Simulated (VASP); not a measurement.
# SnTe (Fm-3m) in VASP: single point with LDA

Aim: the single point of SnTe with LDA.

All numbers are computed with VASP 6.6.1; they aren't measurements. Logs are shortened: lines on timing, memory, paths and dates and some standing lists are left out, and cuts for length are marked.

## Step 1: The cell of the first run

The structure is cubic, space group Fm-3m (No. 225). Conventional cell: a = 6.302 Å, b = 6.302 Å, c = 6.302 Å, α = 90.00°, β = 90.00°, γ = 90.00°. Sn (site symmetry m-3m) has 6 Te at 3.15 Å within 4.1 Å. Te (site symmetry m-3m) has 6 Sn at 3.15 Å within 4.1 Å.

## Step 2: Single point, LDA

Input file INCAR:

```
PREC = Accurate
ENCUT = 500
EDIFF = 1E-6
ISMEAR = 0
SIGMA = 0.01
LREAL = F
LASPH = T
NELM = 120
ALGO = Normal
ISIF = 2
LWAVE = F
LCHARG = F
NBANDS = 17
GGA_COMPAT = F
```

Input file KPOINTS:

```
regular mesh
0
Gamma
  3 3 3
```

Input file POSCAR:

```
SnTe
1.0
    0.0000000000      3.1508500000      3.1508500000
    3.1508500000      0.0000000000      3.1508500000
    3.1508500000      3.1508500000      0.0000000000
Sn Te
1 1
Direct
    0.0000000000      0.0000000000      0.0000000000
    0.5000000000      0.5000000000      0.5000000000
```

Potentials or basis: VASP PAW LDA potentials, release 64 (Sn_d, Te).

Launch:

```sh
$ cat potpaw_LDA.64/Sn_d/POTCAR potpaw_LDA.64/Te/POTCAR > POTCAR
$ mpirun -np 1 vasp_std > vasp.out
```

OUTCAR:

```text
PREC = Accurate
   ENCUT = 500
   EDIFF = 1E-6
   ISMEAR = 0
   LREAL = F
   LASPH = T
   NELM = 120
   ISIF = 2

 ion  position               nearest neighbor table
   1  0.000  0.000  0.000-   2 3.15   2 3.15   2 3.15   2 3.15   2 3.15   2 3.15
   2  0.500  0.500  0.500-   1 3.15   1 3.15   1 3.15   1 3.15   1 3.15   1 3.15

  LATTYP: Found a face centered cubic cell.
 ALAT       =     6.3017000000

  Lattice vectors:

 A1 = (   0.0000000000,   3.1508500000,   3.1508500000)
 A2 = (   3.1508500000,   0.0000000000,   3.1508500000)
 A3 = (   3.1508500000,   3.1508500000,   0.0000000000)

Analysis of symmetry for initial positions (statically):
=====================================================================
 Subroutine PRICEL returns:
 Original cell was already a primitive cell.

 Routine SETGRP: Setting up the symmetry group for a
 face centered cubic supercell.

 Subroutine GETGRP returns: Found 48 space group operations
 (whereof 48 operations were pure point group operations)
 out of a pool of 48 trial point group operations.

The static configuration has the point symmetry O_h .

Analysis of symmetry for dynamics (positions and initial velocities):
=====================================================================
 Subroutine PRICEL returns:
 Original cell was already a primitive cell.

 Routine SETGRP: Setting up the symmetry group for a
 face centered cubic supercell.

 Subroutine GETGRP returns: Found 48 space group operations
 (whereof 48 operations were pure point group operations)
 out of a pool of 48 trial point group operations.

The dynamic configuration has the point symmetry O_h .

 Subroutine INISYM returns: Found 48 space group operations
 (whereof 48 operations are pure point group operations),
 and found     1 'primitive' translations

----------------------------------------------------------------------------------------

                                     Primitive cell

  volume of cell :      62.5624

  direct lattice vectors                    reciprocal lattice vectors
     0.000000000  3.150850000  3.150850000    -0.158687338  0.158687338  0.158687338
     3.150850000  0.000000000  3.150850000     0.158687338 -0.158687338  0.158687338
     3.150850000  3.150850000  0.000000000     0.158687338  0.158687338 -0.158687338

  length of vectors
     4.455974803  4.455974803  4.455974803     0.274854533  0.274854533  0.274854533

  position of ions in fractional coordinates (direct lattice)
     0.000000000  0.000000000  0.000000000
     0.500000000  0.500000000  0.500000000

  ion indices of the primitive-cell ions
   primitive index   ion index
                 1           1
                 2           2

----------------------------------------------------------------------------------------

 KPOINTS: regular mesh

Automatic generation of k-mesh.
 Grid dimensions read from file:
 generate k-points for:    3    3    3

 Generating k-lattice:

  Cartesian coordinates                     Fractional coordinates (reciprocal lattice)
    -0.052895779  0.052895779  0.052895779     0.333333333  0.000000000  0.000000000
     0.052895779 -0.052895779  0.052895779     0.000000000  0.333333333  0.000000000
     0.052895779  0.052895779 -0.052895779     0.000000000  0.000000000  0.333333333

  Length of vectors
     0.091618178  0.091618178  0.091618178

  Shift w.r.t. Gamma in fractional coordinates (k-lattice)
     0.000000000  0.000000000  0.000000000

 Subroutine IBZKPT returns following result:
 ===========================================

 Found      4 irreducible k-points:

 Following reciprocal coordinates:
            Coordinates               Weight
  0.000000  0.000000  0.000000      1.000000
  0.333333  0.000000  0.000000      8.000000
  0.333333  0.333333  0.000000      6.000000
 -0.333333  0.333333  0.000000     12.000000
   k-points           NKPTS =      4   k-points in BZ     NKDIM =      4   number of bands    NBANDS=     17
   number of dos      NEDOS =    301   number of ions     NIONS =      2
   total plane-waves  NPLWV =  32768
   dimension x,y,z NGX =    32 NGY =   32 NGZ =   32
   dimension x,y,z NGXF=    64 NGYF=   64 NGZF=   64
   ions per type =               1   1
   NGX,Y,Z   is equivalent  to a cutoff of  11.94, 11.94, 11.94 a.u.
   NGXF,Y,Z  is equivalent  to a cutoff of  23.88, 23.88, 23.88 a.u.
 SYSTEM =  unknown system
   PREC   = accura    normal or accurate (medium, high low for compatibility)
   ISTART =      0    job   : 0-new  1-cont  2-samecut
   ICHARG =      2    charge: 1-file 2-atom 10-const
   ISPIN  =      1    spin polarized calculation?
   LNONCOLLINEAR =      F non collinear calculations
   LSORBIT =      F    spin-orbit coupling
   LASPH  =      T    aspherical Exc in radial PAW
   ENCUT  =  500.0 eV  36.75 Ry    6.06 a.u.   8.12  8.12  8.12*2*pi/ulx,y,z
   NELM   =    120;   NELMIN=  2; NELMDL= -5     # of ELM steps
   EDIFF  = 0.1E-05   stopping-criterion for ELM
   LREAL  =      F    real-space projection
   EDIFFG = 0.1E-04   stopping-criterion for IOM
   NSW    =      0    number of steps for IOM
   IBRION =     -1    ionic relax: 0-MD 1-quasi-New 2-CG
   NFREE  =      0    steps in history (QN), initial steepest desc. (CG)
   ISIF   =      2    stress and relaxation
   ISYM   =      2    0-nonsym 1-usesym 2-fastsym
   POTIM  = 0.5000    time-step for ionic-motion
   TEBEG  =    0.0;   TEEND  =   0.0 temperature during run
   PSTRESS=    0.0 pullay stress
   NELECT =      20.0000    total number of electrons
   NUPDOWN=      -1.0000    fix difference up-down
   EMIN   =  10.00;   EMAX   =-10.00  energy-range for DOS
   EFERMI =   0.00;   METHOD = LEGACY
   ISMEAR =     0;   SIGMA  =   0.01  broadening in eV -4-tet -1-fermi 0-gaus
   EFERMI_NEDOS =   21; number of points for ismear=-14 and -15
   IALGO  =     38    algorithm
   IMIX   =      4    mixing-type and parameters
     AMIX     =   0.40;   BMIX     =  1.00
     AMIX_MAG =   1.60;   BMIX_MAG =  1.00
  volume/ion in A,a.u.               =      31.28       211.10
  Fermi-wavevector in a.u.,A,eV,Ry     =   1.119387  2.115336 17.048485  1.253028
  Thomas-Fermi vector in A             =   2.256026
   LORBIT       =      0    0 simple, 1 ext, 2 COOP (PROOUT), +10 PAW based schemes
   GGA     = CA    functional components
   LHFCALC =     F    Hartree Fock is set to
   AEXX    =    0.0000 exact exchange contribution
   IVDW    =     0    specifies the selected vdW correction
   LEPSILON=     F    determine dielectric tensor
   LRPA    =     F    only Hartree local field effects (RPA)
 non-spin polarized calculation
 Gauss-broadening in eV      SIGMA  =   0.01
  energy-cutoff  :      500.00
  volume of cell :       62.56
 maximum number of plane-waves:      1639
   NGX = 17   NGY = 17   NGZ = 17

 number of electron      20.0000011 magnetization

 Free energy of the ion-electron system (eV)
  ---------------------------------------------------
  ext. energy  EPLUGINS =         0.00000000
  ---------------------------------------------------
  free energy    TOTEN  =        -8.92051973 eV

  energy without entropy =       -8.92051973  energy(sigma->0) =       -8.92051973

 E-fermi :   6.1406     XC(G=0):  -9.7465

 val. band max:        6.0826885474   @ k =   0.3333   0.0000   0.0000
 cond. band min:       7.6518678070   @ k =   0.3333   0.0000   0.0000
 fundamental gap:      1.5691792596
 Fermi energy:         6.1405888415

 k-point     1 :       0.0000    0.0000    0.0000
  band No.  band energies     occupation
      1     -15.0844      2.00000
      2     -15.0844      2.00000
      3     -15.0741      2.00000
      4     -15.0741      2.00000
      5     -15.0741      2.00000
      6      -6.0951      2.00000
      7       1.9307      2.00000
      8       4.6017      2.00000
      9       4.6017      2.00000
     10       4.6017      2.00000
     11      10.0127      0.00000
     12      10.0127      0.00000
     13      10.0127      0.00000
     14      11.5061      0.00000
     15      11.5061      0.00000
     16      11.5061      0.00000
     17      13.4965      0.00000

 k-point     2 :       0.3333    0.0000    0.0000
  band No.  band energies     occupation
      1     -15.0881      2.00000
      2     -15.0881      2.00000
      3     -15.0728      2.00000
      4     -15.0691      2.00000
      5     -15.0691      2.00000
      6      -5.2630      2.00000
      7      -0.8039      2.00000
      8       4.8085      2.00000
      9       4.8085      2.00000
     10       6.0827      2.00000
     11       7.6519      0.00000
     12       7.6519      0.00000
     13       7.6815      0.00000
     14      12.5599      0.00000
     15      13.5739      0.00000
     16      13.5739      0.00000
     17      17.3311      0.00000

 k-point     3 :       0.3333    0.3333    0.0000
  band No.  band energies     occupation
      1     -15.0973      2.00000
      2     -15.0808      2.00000
      3     -15.0770      2.00000
      4     -15.0658      2.00000
      5     -15.0658      2.00000
      6      -5.0229      2.00000
      7      -0.0002      2.00000
      8       3.0869      2.00000
      9       3.3247      2.00000
     10       3.3247      2.00000
     11       9.2729      0.00000
     12      10.5019      0.00000
     13      10.9918      0.00000
     14      10.9918      0.00000
     15      14.8593      0.00000
     16      15.6775      0.00000
     17      15.9719      0.00000

 k-point     4 :      -0.3333    0.3333    0.0000
  band No.  band energies     occupation
      1     -15.0950      2.00000
      2     -15.0854      2.00000
      3     -15.0719      2.00000
      4     -15.0676      2.00000
      5     -15.0656      2.00000
      6      -4.5352      2.00000
      7      -1.0196      2.00000
      8       1.8571      2.00000
      9       3.8636      2.00000
     10       4.5209      2.00000
     11       8.8999      0.00000
     12       9.1918      0.00000
     13      11.7392      0.00000
     14      11.8937      0.00000
     15      13.9752      0.00000
     16      14.3900      0.00000
     17      16.6806      0.00000

------------------------ aborting loop because EDIFF is reached ----------------------------------------

  FORCE on cell =-STRESS in cart. coord.  units (eV):
  Direction    XX          YY          ZZ          XY          YZ          ZX
  --------------------------------------------------------------------------------------
  -------------------------------------------------------------------------------------
  Total       -0.5839275     -0.5839275     -0.5839275      0.0000000      0.0000000     -0.0000000
  in kB      -14.9539632    -14.9539632    -14.9539632      0.0000000      0.0000000     -0.0000000
  external PRESSURE =     -14.9539632 kB  Pullay stress =       0.0000000 kB

 VOLUME and BASIS-vectors are now :
 -----------------------------------------------------------------------------
  energy-cutoff  :      500.00
  volume of cell :       62.56
      direct lattice vectors                 reciprocal lattice vectors
     0.000000000  3.150850000  3.150850000    -0.158687338  0.158687338  0.158687338
     3.150850000  0.000000000  3.150850000     0.158687338 -0.158687338  0.158687338
     3.150850000  3.150850000  0.000000000     0.158687338  0.158687338 -0.158687338

 POSITION                                       TOTAL-FORCE (eV/Angst)
 -----------------------------------------------------------------------------------
      0.00000      0.00000      0.00000         0.000000      0.000000      0.000000
      3.15085      3.15085      3.15085        -0.000000     -0.000000     -0.000000
 -----------------------------------------------------------------------------------
    total drift:                                0.000000     -0.000000     -0.000000

  FREE ENERGIE OF THE ION-ELECTRON SYSTEM (eV)
  ---------------------------------------------------
  free  energy   TOTEN  =        -8.9205197276 eV

  energy  without entropy=       -8.9205197276  energy(sigma->0) =       -8.92051973
```

Wall time 9 s (1 thread of Intel Xeon 8259CL, shared host); peak memory 0.15 GiB.

What came out:

```yaml
Free_energy: -8.9205 eV
Pressure: -1.5 GPa
```

Caveat: the k points lie up to 0.58 Å⁻¹ apart; this odd mesh misses L, where the gap lies, so gap, dielectric constants and Born charges aren't listed; spin-orbit coupling is left out, which moves the levels of the heavy elements.
